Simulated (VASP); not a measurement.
Set up this calculation in VASP 6.6.1, as the native input.

```
Task                   : single point
Functional             : r2SCAN
Potentials or basis    : VASP PAW PBE potentials, release 64 (Ta_pv)
Cutoff                 : 520 eV
k mesh                 : 26 × 26 × 26
Occupations            : gaussian, width 0.15 eV
Spin                   : no spin polarisation
Dipole correction      : no
Further INCAR settings : ALGO = Normal; EDIFF = 1e-06; NBANDS = 12
```

The system is Ta.

```xyz
1
Lattice="-1.6523 1.6688 1.6523 1.6523 -1.6688 1.6523 1.6523 1.6688 -1.6523" Properties=species:S:1:pos:R:3 pbc="T T T"
Ta    0.0000    0.0000    0.0000
```

This cell differs from its parent crystal: strain +0.0100 x Voigt [0, 1, 0, 0, 0, 0].

These files were run (other wordings do the same):

POSCAR

```
Ta
1.0
   -1.6522866616      1.6688095282      1.6522866616
    1.6522866616     -1.6688095282      1.6522866616
    1.6522866616      1.6688095282     -1.6522866616
Ta
1
Direct
    0.0000000000      0.0000000000      0.0000000000
```

INCAR.step1

```
SYSTEM = Ta
PREC = Accurate ; ENCUT = 520
ISMEAR = 0 ; SIGMA = 0.15
LREAL = .False. ; LASPH = .True.
NELM = 80 ; NBANDS = 12
GGA = PE ; ALGO = Normal
EDIFF = 1E-4 ; LWAVE = .True.
LCHARG = .False.
```

INCAR.step2

```
SYSTEM = Ta
PREC = Accurate ; ENCUT = 520
EDIFF = 1E-6 ; ISMEAR = 0
SIGMA = 0.15 ; LREAL = .False.
LASPH = .True. ; NELM = 80
ALGO = Normal ; ISIF = 2
LWAVE = .False. ; LCHARG = .False.
METAGGA = R2SCAN ; LMIXTAU = .True.
NBANDS = 12 ; ISTART = 1
```

KPOINTS

```
regular mesh
0
Gamma
  26 26 26
  0 0 0
```

Potentials or basis: VASP PAW PBE potentials, release 64 (Ta_pv).

Run with:

```sh
$ cat potpaw_PBE.64/Ta_pv/POTCAR > POTCAR
$ cp INCAR.step1 INCAR
$ mpirun -np 1 vasp_std > vasp.out
$ cp INCAR.step2 INCAR
$ mpirun -np 1 vasp_std > vasp.out
```

Results of the run:

```
Pressure               : -1.2 GPa
Band gap on the k mesh : zero (an odd number of electrons rules out a gap without spin polarisation)
```

Caveat: the cell differs from its parent crystal (strain +0.0100 x Voigt [0, 1, 0, 0, 0, 0]); the PAW data sets were made with another functional, which shifts forces and pressure a little; spin-orbit coupling is left out, which moves the levels of the heavy elements.

Run time: 35 min on 1 thread of Oxide Virtual Turin-like Processor, with other jobs on the host, peak memory 0.35 GiB.
